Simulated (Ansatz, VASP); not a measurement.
**Two plane-wave programs on AlRu**

INCAR

```
SYSTEM = AlRu
PREC = Accurate ; ENCUT = 520
EDIFF = 1E-7 ; ISMEAR = 0
SIGMA = 0.15 ; LREAL = .False.
LASPH = .True. ; NELM = 60
ALGO = Fast ; ISIF = 2
LWAVE = .False. ; LCHARG = .False.
GGA = PE ; NBANDS = 25
```

The input KPOINTS:

```
Automatic mesh
0
Gamma
  14 14 8
  0 0 0
```

POSCAR

```
AlRu
1.0
    3.0038895946      0.0000000000      0.0000000000
    0.0000000000      3.0038895946      0.0000000000
    0.0000000000      0.0000000000      6.0077791893
Al Ru
2 2
Direct
    0.0000000000      0.0000000000     -0.0099870515
    0.0000000000      0.0000000000      0.5099870515
    0.4892139844      0.5000000000      0.2500000000
    0.5107860156      0.5000000000      0.7500000000
```

Input for Ansatz:

```yaml
crystal:
  lattice:
    - [3.0038895946, 0.0, 0.0]
    - [0.0, 3.0038895946, 0.0]
    - [0.0, 0.0, 6.0077791893]
  atoms:
    - { symbol: Al, position: [0.0, 0.0, -0.0099870515] }
    - { symbol: Al, position: [0.0, 0.0, 0.5099870515] }
    - { symbol: Ru, position: [0.4892139844, 0.5, 0.25] }
    - { symbol: Ru, position: [0.5107860156, 0.5, 0.75] }
basis:
  ecutwfc: 420
kpoints:
  mp_grid: { grid: [14, 14, 8] }
hamiltonian:
  xc: pbe
  pseudopotentials: { kind: paw, azcp: { folder: soft_1 } }
scf:
  occupations: { method: gaussian, width: 0.15 }
output:
  forces: true
  stress: true
  eigenvalues: true
```

Change from the starting cell: mode 4 frozen in at -0.032 Å and mode 12 at -0.060 Å (largest displacements).

Alike in both runs: task single point; functional PBE; k mesh 14 × 14 × 8; occupations gaussian, width 0.15 eV; no spin polarisation.

|  | VASP | Ansatz |
| --- | --- | --- |
| version | VASP 6.6.1 | Ansatz 0.2.0 |
| potentials or method | VASP PAW PBE potentials, release 64 (Al, Ru_pv), cutoff 520 eV | scalar-relativistic, plane waves, PAW |
| valence electrons in the cell | 34 | 38 |

```tsv
	VASP	Ansatz	Ansatz less VASP
gap on the k mesh at the Fermi level (eV)	none	none	-
pressure (GPa)	0.5	0.5	0.00
rms of the force components (eV/Å)	0.293	0.292	-0.0010
```

Atom by atom the forces differ by 0.001 eV/Å (rms over components). A gap of «none» marks a metal or a gap that the smearing closes. VASP's potentials hold 34 valence electrons a cell and Ansatz's 38, so a difference there can come from the potentials and not from the codes.
